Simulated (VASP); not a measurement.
# Al18HCl in VASP: a series of runs, part 2 of 2

VASP 6.6.1. Earlier steps stand in the parts before.

## (3) Single point, PBE

INCAR

```
SYSTEM = Al18HCl
PREC = Accurate
ENCUT = 520
EDIFF = 1E-6
ISMEAR = -1
SIGMA = 0.15
LREAL = Auto
LASPH = .TRUE.
NELM = 80
ALGO = Normal
ISIF = 2
LWAVE = .FALSE.
LCHARG = .TRUE.
GGA = PE
LELF = .TRUE.
LVHAR = .TRUE.
NBANDS = 47
```

KPOINTS

```
regular mesh
0
G
  3 2 1
  0 0 0
```

POSCAR

```
Al18HCl
1.0
    5.7275650000      0.0000000000      0.0000000000
    4.2956740000      7.4403250000      0.0000000000
    0.0000000000      0.0000000000     18.6765370000
Al Cl H
18 1 1
Direct
    0.1666684695      0.1111107378      0.0535431167
    0.6666715249      0.1111107378      0.0535431167
    0.1666708227      0.4444429511      0.0535431167
    0.6666738781      0.4444429511      0.0535431167
    0.1666731759      0.7777751644      0.0535431167
    0.6666762313      0.7777751644      0.0535431167
   -0.1666580134      0.2221408339      0.1786733804
    0.3334746372      0.2221542742      0.1786359002
   -0.1666005810      0.5554461667      0.1788286554
    0.3334676339      0.5554058458      0.1787804666
   -0.1667494309      0.8889799841      0.1786787347
    0.3331951205      0.8891278271      0.1788340098
    0.0009176345     -0.0006182526      0.3038678959
    0.4997253460     -0.0005376109      0.3037501010
   -0.0000003478      0.3333590939      0.3043712011
    0.4988156085      0.3343133532      0.3034449052
   -0.0000080749      0.6667047474      0.3044622244
    0.4998976032      0.6667181877      0.3044461615
    0.6905863220      0.1726671886      0.4003847180
    0.6443509661      0.0397697681      0.4248806939
```

Potentials or basis: VASP PAW PBE potentials, release 64 (Al, Cl, H).

The run is started by

```
cat potpaw_PBE.64/Al/POTCAR potpaw_PBE.64/Cl/POTCAR potpaw_PBE.64/H/POTCAR > POTCAR
mpirun -np 1 vasp_std > vasp.out
```

OUTCAR:

```text
SYSTEM = Al18HCl
   PREC = Accurate
   ENCUT = 520
   EDIFF = 1E-6
   ISMEAR = -1
   LREAL = Auto
   LASPH = .TRUE.
   NELM = 80
   ISIF = 2
   GGA = PE

 ion  position               nearest neighbor table
   1  0.167  0.111  0.054-   8 2.86   7 2.86   4 2.86   2 2.86   3 2.86   5 2.86   2 2.86   6 2.86
                            12 2.86
   2  0.667  0.111  0.054-   8 2.86   7 2.86  11 2.86   1 2.86   3 2.86   4 2.86   6 2.86   5 2.86
                             1 2.86
   3  0.167  0.444  0.054-   8 2.86   6 2.86   4 2.86   2 2.86   5 2.86   1 2.86   4 2.86  10 2.86
                             9 2.86
   4  0.667  0.444  0.054-   7 2.86   1 2.86   3 2.86   5 2.86   6 2.86   2 2.86   3 2.86  10 2.86
                             9 2.86
   5  0.167  0.778  0.054-  11 2.86   6 2.86   4 2.86   3 2.86   1 2.86   2 2.86   6 2.86  10 2.87
                            12 2.87
   6  0.667  0.778  0.054-  11 2.86   3 2.86   5 2.86   4 2.86   2 2.86   5 2.86   1 2.86   9 2.87
                            12 2.87
   7  0.833  0.222  0.179-  16 2.86  12 2.86   2 2.86  11 2.86   1 2.86   8 2.86   4 2.86  10 2.86
                             9 2.86   8 2.86  13 2.87  15 2.87
   8  0.333  0.222  0.179-  16 2.86   2 2.86  12 2.86   1 2.86  11 2.86   3 2.86   7 2.86  10 2.86
                             9 2.86  14 2.86   7 2.86  15 2.87
   9  0.833  0.555  0.179-  10 2.86   7 2.86   8 2.86  10 2.86   4 2.86   3 2.86  11 2.87   6 2.87
[... 4 lines left out ...]
                            12 2.86   9 2.87  10 2.87  17 2.87
  12  0.333  0.889  0.179-  14 2.86  13 2.86   8 2.86   7 2.86  11 2.86  11 2.86   1 2.86   6 2.87
                             5 2.87   9 2.87  10 2.87  18 2.87
  13  0.001  0.999  0.304-  19 2.45  14 2.86  18 2.86  12 2.86  17 2.86  11 2.86   7 2.87  15 2.87
                            14 2.87  16 2.88
  14  0.500  0.999  0.304-  12 2.86  13 2.86  18 2.86  17 2.86  11 2.86   8 2.86  15 2.87  13 2.87
                            16 2.87  19 2.88
  15  1.000  0.333  0.304-  16 2.86  17 2.86  18 2.86  14 2.87  16 2.87  13 2.87   9 2.87   7 2.87
                             8 2.87
  16  0.499  0.334  0.303-  19 2.21  10 2.85  17 2.86   8 2.86  18 2.86   7 2.86  15 2.86  15 2.87
                            14 2.87  13 2.88
  17  1.000  0.667  0.304-  16 2.86  13 2.86  14 2.86  18 2.86  15 2.86  18 2.86   9 2.87  10 2.87
                            11 2.87
  18  0.500  0.667  0.304-  13 2.86  14 2.86  16 2.86  17 2.86  15 2.86  17 2.86   9 2.87  12 2.87
                            10 2.87
  19  0.691  0.173  0.400-  20 1.37  16 2.21  13 2.45  14 2.88
  20  0.644  0.040  0.425-  19 1.37
[... 207 lines left out ...]
 maximum number of plane-waves:     21480
 NGX is ok and might be reduce to    42
   NGX = 21   NGY = 31   NGZ = 69

 number of electron      61.9999999 magnetization

 Free energy of the ion-electron system (eV)
  ---------------------------------------------------
  ext. energy  EPLUGINS =         0.00000000
  ---------------------------------------------------
  free energy    TOTEN  =       -67.81902513 eV

  energy without entropy =      -67.07248037  energy(sigma->0) =      -67.44575275

 E-fermi :   0.9091     XC(G=0):  -5.0553

 val. band max:        0.9077115984   @ k =   0.0000   0.0000   0.0000
 cond. band min:       0.9801821074   @ k =   0.3333  -0.0000   0.0000
 fundamental gap:      0.0724705090
 Fermi energy:         0.9091018816

 k-point     1 :       0.0000    0.0000    0.0000
  band No.  band energies     occupation
      1     -18.6040      2.00000
      2      -9.5799      2.00000
      3      -9.1451      2.00000
      4      -7.8238      2.00000
      5      -7.0209      2.00000
      6      -6.8453      2.00000
[... 173 lines left out ...]
     42       3.3503      0.00000
     43       3.4229      0.00000
 [bands above 43 left out]

------------------------ aborting loop because EDIFF is reached ----------------------------------------

  FORCE on cell =-STRESS in cart. coord.  units (eV):
  Direction    XX          YY          ZZ          XY          YZ          ZX
  --------------------------------------------------------------------------------------
  -------------------------------------------------------------------------------------
  Total       -4.4361975     -2.7122287      6.8310771     -0.2905817     -0.1782373      0.8966946
  in kB       -8.9302408     -5.4598236     13.7512280     -0.5849525     -0.3587987      1.8050816
  external PRESSURE =      -0.2129455 kB  Pullay stress =       0.0000000 kB

 VOLUME and BASIS-vectors are now :
 -----------------------------------------------------------------------------
  energy-cutoff  :      520.00
  volume of cell :      795.90
      direct lattice vectors                 reciprocal lattice vectors
     5.727565000  0.000000000  0.000000000     0.174594265 -0.100802054  0.000000000
     4.295674000  7.440325000  0.000000000     0.000000000  0.134402731  0.000000000
     0.000000000  0.000000000 18.676537000     0.000000000  0.000000000  0.053543117

 POSITION                                       TOTAL-FORCE (eV/Angst)
 -----------------------------------------------------------------------------------
      1.43190      0.82670      1.00000         0.032709      0.031170     -0.004488
      4.29570      0.82670      1.00000        -0.047191     -0.068144      0.097360
      2.86380      3.30680      1.00000        -0.040575      0.128802     -0.013786
      5.72760      3.30680      1.00000         0.018733      0.025343     -0.023987
      4.29570      5.78690      1.00000        -0.058077     -0.142287     -0.046977
      7.15950      5.78690      1.00000         0.031264     -0.016370     -0.008111
[... 12 lines left out ...]
      4.69710      1.28470      7.47780         1.171637      0.307771      3.593587
      3.86140      0.29590      7.93530        -0.605921     -0.438249      0.041214
 -----------------------------------------------------------------------------------
    total drift:                               -0.003009      0.005038      0.000271

  FREE ENERGIE OF THE ION-ELECTRON SYSTEM (eV)
  ---------------------------------------------------
  free  energy   TOTEN  =       -67.8190251261 eV

  energy  without entropy=      -67.0724803698  energy(sigma->0) =      -67.44575275
```

OSZICAR:

```text
N       E                     dE             d eps       ncg     rms          rms(c)
DAV:   1     0.229963073901E+03    0.22996E+03   -0.19401E+04   376   0.960E+02
DAV:   2    -0.449459782637E+02   -0.27491E+03   -0.26133E+03   513   0.165E+02
DAV:   3    -0.712185644565E+02   -0.26273E+02   -0.25475E+02   528   0.460E+01
[... 18 lines left out ...]
DAV:  22    -0.678189960402E+02   -0.53918E-04   -0.36648E-06   361   0.448E-03    0.208E-03
DAV:  23    -0.678190210936E+02   -0.25053E-04   -0.16803E-06   377   0.261E-03    0.994E-04
DAV:  24    -0.678190234337E+02   -0.23401E-05   -0.11029E-07   344   0.101E-03    0.631E-04
DAV:  25    -0.678190250625E+02   -0.16288E-05   -0.17661E-07   313   0.880E-04    0.468E-04
DAV:  26    -0.678190251261E+02   -0.63599E-07   -0.21020E-08   272   0.449E-04
   1 F= -.67819025E+02 E0= -.67445753E+02  d E =-.746545E+00
```

stdout:

```text
POSCAR found type information on POSCAR AlClH
 POSCAR found :  3 types and      20 ions
 scaLAPACK will be used
 LDA part: xc-table for (Slater+PW92), standard interpolation
 -----------------------------------------------------------------------------
|                                                                             |
|           W    W    AA    RRRRR   N    N  II  N    N   GGGG   !!!           |
|           W    W   A  A   R    R  NN   N  II  NN   N  G    G  !!!           |
|           W    W  A    A  R    R  N N  N  II  N N  N  G       !!!           |
|           W WW W  AAAAAA  RRRRR   N  N N  II  N  N N  G  GGG   !            |
|           WW  WW  A    A  R   R   N   NN  II  N   NN  G    G                |
|           W    W  A    A  R    R  N    N  II  N    N   GGGG   !!!           |
|                                                                             |
|     Your reciprocal lattice and k-lattice belong to different lattice       |
|     classes:                                                                |
|                                                                             |
|        The reciprocal lattice is simple monoclinic,                         |
|        whereas your k-lattice is hexagonal.                                 |
|                                                                             |
|     Results are often still useful ...                                      |
|                                                                             |
 -----------------------------------------------------------------------------

 POSCAR, INCAR and KPOINTS ok, starting setup
 FFT: planning ... GRIDC
 FFT: planning ... GRID_SOFT
 FFT: planning ... GRID
 WAVECAR not read
 entering main loop
```

It took 4.1 min on 1 thread of Intel Xeon 6975P-C (Granite Rapids), shared host; peak memory 0.84 GiB.

Results:

```
Free energy            : -67.8190 eV
Largest force          : 3.792 eV/Å
Band gap on the k mesh : zero (band 31 reaches 0.87 eV, above the bottom of band 32 at 0.73 eV)
```

Forces on the atoms (eV/Å):
```
Al   0.033  0.031 -0.004
Al  -0.047 -0.068  0.097
Al  -0.041  0.129 -0.014
Al   0.019  0.025 -0.024
Al  -0.058 -0.142 -0.047
Al   0.031 -0.016 -0.008
Al   0.005 -0.094  0.102
Al  -0.040  0.000 -0.022
Al   0.044 -0.033 -0.013
Al  -0.020  0.147 -0.089
Al   0.055 -0.047 -0.019
Al   0.014 -0.008 -0.095
Al   0.705 -0.853 -1.087
Al  -0.819 -0.578 -0.652
Al   0.133  0.052 -0.106
Al  -0.554  1.473 -1.870
Al   0.029  0.054  0.121
Al  -0.054  0.058  0.092
Cl   1.172  0.308  3.594
H   -0.606 -0.438  0.041
```

Levels at points of the mesh, in eV from the Fermi level:
```
           k point  band 28  band 29  band 30  band 31  band 32  band 33  band 34  band 35
(0.00, 0.00, 0.00)    -0.44    -0.43    -0.27    -0.06     0.00     0.17     0.19     0.37
(0.00, 0.50, 0.00)    -1.21    -0.40    -0.30    -0.19    -0.18    -0.07     0.16     0.70
```

Caveat: the k points lie up to 0.42 Å⁻¹ apart.

## (4) Single point, PBE

INCAR

```
SYSTEM = Al18HCl
  PREC = Accurate
  ENCUT = 520
  EDIFF = 1E-7
  ISMEAR = -1
  SIGMA = 0.15
  LREAL = Auto
  LASPH = .TRUE.
  NELM = 80
  ALGO = Normal
  ISIF = 2
  LWAVE = .FALSE.
  LCHARG = .FALSE.
  GGA = PE
  NBANDS = 47
```

KPOINTS is that of step 3.

POSCAR

```
Al18HCl
1.0
    5.7275650000      0.0000000000      0.0000000000
    4.2956740000      7.4403250000      0.0000000000
    0.0000000000      0.0000000000     18.6765370000
Al Cl H
18 1 1
Direct
    0.1666684695      0.1111107378      0.0535431167
    0.6666715249      0.1111107378      0.0535431167
    0.1666708227      0.4444429511      0.0535431167
    0.6666738781      0.4444429511      0.0535431167
    0.1666731759      0.7777751644      0.0535431167
    0.6666762313      0.7777751644      0.0535431167
   -0.1630318547      0.2221945950      0.1735600128
    0.3339567038      0.2210924926      0.1767137023
   -0.1635756159      0.5558359346      0.1781700751
    0.3272504981      0.5679321804      0.1731156049
   -0.1686383318      0.8900552059      0.1778970052
    0.3459969908      0.8853511103      0.1722856866
    0.1666884236     -0.1317415570      0.2678494413
    0.4714638609     -0.0077147168      0.2944924961
    0.0297164946      0.3559387527      0.2996915328
    0.3518011774      0.4275082070      0.2701839211
   -0.0103443676      0.6745269864      0.3071393803
    0.5171539687      0.6538827269      0.3083708720
    0.8686119953      0.2041980693      0.3037501010
    0.6968509691     -0.5340626922      0.3780733013
```

The run is started by

```
cat potpaw_PBE.64/Al/POTCAR potpaw_PBE.64/Cl/POTCAR potpaw_PBE.64/H/POTCAR > POTCAR
mpirun -np 1 vasp_std > vasp.out
```

It took 3.9 min on 1 thread of Intel Xeon 6975P-C (Granite Rapids), shared host; peak memory 0.85 GiB.

Results (log left out):

| Quantity | Value |
| --- | --- |
| Free energy | -61.8625 eV |
| Largest force | 7.201 eV/Å |
| Band gap on the k mesh | zero (band 31 reaches 0.93 eV, above the bottom of band 32 at 0.69 eV) |

Forces in eV/Å, atoms in the order of the input:
```
Al   0.048  0.023 -0.338
Al  -0.077 -0.013 -0.276
Al  -0.029 -0.030 -0.156
Al   0.023 -0.002 -0.244
Al  -0.162  0.116 -0.453
Al   0.138 -0.039 -0.181
Al  -0.135  0.004 -0.852
Al  -0.124 -0.398 -0.836
Al   0.061 -0.162 -0.117
Al   1.049  1.743 -3.613
Al  -0.707  0.426 -0.800
Al   2.617  0.519 -4.661
Al  -5.097  4.234  2.818
Al   1.457 -0.142  0.583
Al   2.042  2.419  0.876
Al   2.397 -4.456  2.860
Al  -2.195  2.929  1.274
Al   3.332 -4.612  2.916
Cl  -5.002 -3.588  1.818
H    0.365  1.027 -0.618
```

Levels at points of the mesh, in eV from the Fermi level:
| k point | band 29 | band 30 | band 31 | band 32 | band 33 | band 34 |
| --- | --- | --- | --- | --- | --- | --- |
| (0.00, 0.00, 0.00) | -0.82 | -0.69 | -0.28 | -0.03 | 0.38 | 0.43 |
| (0.00, 0.50, 0.00) | -0.82 | -0.70 | -0.51 | -0.09 | 0.21 | 0.69 |

Caveat: the k points lie up to 0.42 Å⁻¹ apart.

## (5) Single point, PBE

INCAR

```
PREC = Accurate
ENCUT = 520
EDIFF = 1E-6
ISMEAR = -1
SIGMA = 0.15
LREAL = Auto
LASPH = T
NELM = 60
ALGO = Normal
ISIF = 2
LWAVE = F
LCHARG = F
GGA = PE
NBANDS = 47
```

KPOINTS

```
regular mesh
0
Gamma
  3 2 1
```

POSCAR

```
Al18HCl
1.0
    5.7275650000      0.0000000000      0.0000000000
    4.2956740000      7.4403250000      0.0000000000
    0.0000000000      0.0000000000     18.6765370000
Al Cl H
18 1 1
Direct
    0.1666684695      0.1111107378      0.0535431167
    0.6666715249      0.1111107378      0.0535431167
    0.1666708227      0.4444429511      0.0535431167
    0.6666738781      0.4444429511      0.0535431167
    0.1666731759      0.7777751644      0.0535431167
    0.6666762313      0.7777751644      0.0535431167
   -0.1707306481      0.2243584790      0.1525122136
    0.3411218424      0.2137272229      0.1653090185
   -0.1557192619      0.5565348288      0.1757338633
    0.3385788653      0.6020167130      0.1340344840
   -0.2011134895      0.9056996838      0.1674882233
    0.3991223642      0.9004176565      0.1384357282
    0.2326599625     -0.2426103698      0.2455433788
    0.4703685054     -0.0099323618      0.2876282686
    0.0656819715      0.3975632785      0.3106892889
    0.3952759153      0.4624260365      0.2497143876
   -0.1476015099      0.7589722223      0.3282407226
    0.6594569801      0.5535376479      0.3462579813
    0.9385237443      0.1845215095      0.2620882019
    0.1081410315     -0.3122175443      0.3679643608
```

The run is started by

```
cat potpaw_PBE.64/Al/POTCAR potpaw_PBE.64/Cl/POTCAR potpaw_PBE.64/H/POTCAR > POTCAR
mpirun -np 1 vasp_std > vasp.out
```

Wall time 3.6 min (1 thread of Intel Xeon 6975P-C (Granite Rapids), shared host); peak memory 0.84 GiB.

Results (log left out):

| Quantity | Value |
| --- | --- |
| Free energy | -57.4923 eV |
| Largest force | 8.249 eV/Å |
| Band gap on the k mesh | zero (band 31 reaches 0.93 eV, above the bottom of band 32 at 0.64 eV) |

Forces on the atoms (eV/Å):
```
Al  -0.159  1.732 -3.215
Al  -0.391 -0.199 -1.867
Al  -0.581 -0.160 -1.157
Al   1.668 -0.982 -3.362
Al  -1.331  4.763 -6.602
Al   2.846 -2.636 -4.903
Al  -0.475  0.318  0.463
Al   0.471  1.227  0.843
Al   0.129  0.097  0.734
Al  -0.336 -3.521  5.834
Al   1.608 -0.515  0.997
Al  -3.762  0.288  6.570
Al   1.669  3.439  1.714
Al  -1.656  2.096 -0.995
Al   3.609 -2.813 -1.009
Al  -0.244 -3.314  1.366
Al   0.219 -1.191 -0.249
Al  -4.326  2.899  0.995
Cl  -0.740 -1.040  2.185
H    1.782 -0.489  1.658
```

Levels at points of the mesh, in eV from the Fermi level:
```csv
k point,band 28,band 29,band 30,band 31,band 32,band 33,band 34,band 35
"(0.00, 0.00, 0.00)",-0.88,-0.71,-0.49,-0.33,-0.04,0.03,0.36,0.41
"(0.00, 0.50, 0.00)",-0.96,-0.83,-0.56,-0.45,-0.01,0.34,0.50,0.55
```

Caveat: the k points lie up to 0.42 Å⁻¹ apart.
